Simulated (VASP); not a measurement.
SiC4: relaxation of cell and atoms with PBE

Crystal: SiC4.

```xyz
5
Lattice="3.5470 0.0000 0.0000 0.0000 3.5470 0.0000 0.0000 0.0000 5.6238" Properties=species:S:1:pos:R:3 pbc="T T T"
Si    0.0000    0.0000    3.5931
C     0.0000    1.0499    5.3568
C     2.4971    0.0000    5.3568
C     0.0000    2.4971    5.3568
C     1.0499    0.0000    5.3568
```

The cell was generated, and may not be a known phase.

```yaml
Program: VASP 6.6.1
Task: relaxation of cell and atoms
Functional: PBE
Potentials_or_basis: VASP PAW PBE potentials, release 64 (Si, C)
Cutoff: 600 eV
k_mesh: 10 × 10 × 8
Occupations: gaussian, width 0.1 eV
Spin: no spin polarisation
Dipole_correction: no
Further_INCAR_settings: ALGO = Normal; EDIFF = 1e-07; IBRION = 2; EDIFFG = -0.01; NSW = 100; ISIF = 3
```

```yaml
Relaxed_volume: 13.64 Å³/atom
Relaxed_cell: a = 3.545 Å, b = 3.545 Å, c = 5.430 Å, α = 90.00°, β = 90.00°, γ = 90.00°
Space_group_after_relaxing_to_0.1_Å: P4mm (No. 99)
Energy_gained_by_relaxing: 0.2 meV/atom
Ionic_steps: 25
Pressure_after_relaxing: 0.0 GPa
Largest_force_after_relaxing: 0.005 eV/Å
Band_gap_on_the_k_mesh: zero (bands 10 and 11 overlap by 0.28 eV)
```

Forces on the atoms (eV/Å):
```
Si   0.000  0.000 -0.005
C    0.000  0.000  0.001
C    0.000  0.000  0.001
C    0.000  0.000  0.001
C    0.000  0.000  0.001
```

The path:
```
step  energy change (eV)  largest force (eV/Å)  pressure (GPa)  volume (Å³)
   1              0.0000                0.0483           -0.02        70.75
   2              0.0007                0.2111           -0.18        70.73
   3             -0.0001                0.0039           -0.06        70.75
   4             -0.0001                0.0183            0.00        70.70
   5             -0.0001                0.0279            0.03        70.68
   6             -0.0001                0.0274            0.01        70.67
   7             -0.0001                0.0259           -0.02        70.62
   8             -0.0002                0.0232           -0.10        70.54
   9             -0.0003                0.0298           -0.25        70.38
  10             -0.0003                0.0294           -0.26        70.37
  11             -0.0003                0.0279           -0.26        70.35
  12             -0.0003                0.0250           -0.26        70.31
  13             -0.0004                0.0192           -0.28        70.22
  14             -0.0005                0.0165           -0.31        70.04
  15             -0.0006                0.0173           -0.36        69.68
  16             -0.0007                0.0643           -0.46        68.97
  17             -0.0007                0.0558           -0.43        68.87
  18             -0.0009                0.0307           -0.33        68.55
  19             -0.0010                0.0306           -0.12        67.92
  20             -0.0010                0.0289           -0.18        68.08
  21             -0.0011                0.0264           -0.15        68.10
  22             -0.0012                0.0189           -0.07        68.15
  23             -0.0012                0.0221            0.10        68.25
  24             -0.0012                0.0149            0.03        68.21
  25             -0.0012                0.0051            0.03        68.22
```

Final structure:
```cif
data_structure
_symmetry_space_group_name_H-M 'P 1'
_symmetry_Int_Tables_number 1
_cell_length_a 3.5447
_cell_length_b 3.5447
_cell_length_c 5.4298
_cell_angle_alpha 90.000
_cell_angle_beta 90.000
_cell_angle_gamma 90.000
_cell_volume 68.22
loop_
_atom_site_label
_atom_site_type_symbol
_atom_site_fract_x
_atom_site_fract_y
_atom_site_fract_z
_atom_site_occupancy
Si1 Si 0.00000 0.00000 0.62931 1
C1 C 0.00000 0.29619 0.95492 1
C2 C 0.70381 0.00000 0.95492 1
C3 C 0.00000 0.70381 0.95492 1
C4 C 0.29619 0.00000 0.95492 1
```

Levels at points of the mesh, in eV from the Fermi level:
| k point | band 7 | band 8 | band 9 | band 10 | band 11 | band 12 | band 13 | band 14 |
| --- | --- | --- | --- | --- | --- | --- | --- | --- |
| (0.00, 0.00, 0.00) | -5.43 | -4.36 | -0.37 | -0.37 | -0.11 | 4.68 | 4.68 | 5.08 |
| (0.50, 0.00, 0.00) | -6.21 | -5.10 | -4.19 | -0.30 | 0.10 | 2.95 | 3.67 | 5.40 |
| (0.50, 0.50, 0.00) | -5.43 | -4.32 | -4.32 | -2.87 | 0.81 | 0.81 | 4.07 | 5.94 |
| (0.00, 0.00, 0.50) | -4.36 | -4.36 | -0.53 | -0.53 | -0.21 | 2.02 | 4.95 | 4.95 |
| (0.50, 0.00, 0.50) | -6.24 | -5.33 | -3.23 | -0.03 | 0.74 | 2.58 | 3.71 | 3.88 |
| (0.50, 0.50, 0.50) | -5.52 | -4.42 | -4.42 | -1.94 | 1.67 | 1.67 | 3.51 | 4.28 |

It took 8.2 min on 1 thread of Intel(R) Xeon(R) 6975P-C (Granite Rapids), with other jobs on the host, peak memory 0.27 GiB.

Caveat: semilocal functionals underestimate gaps, and a narrow one can read as zero.
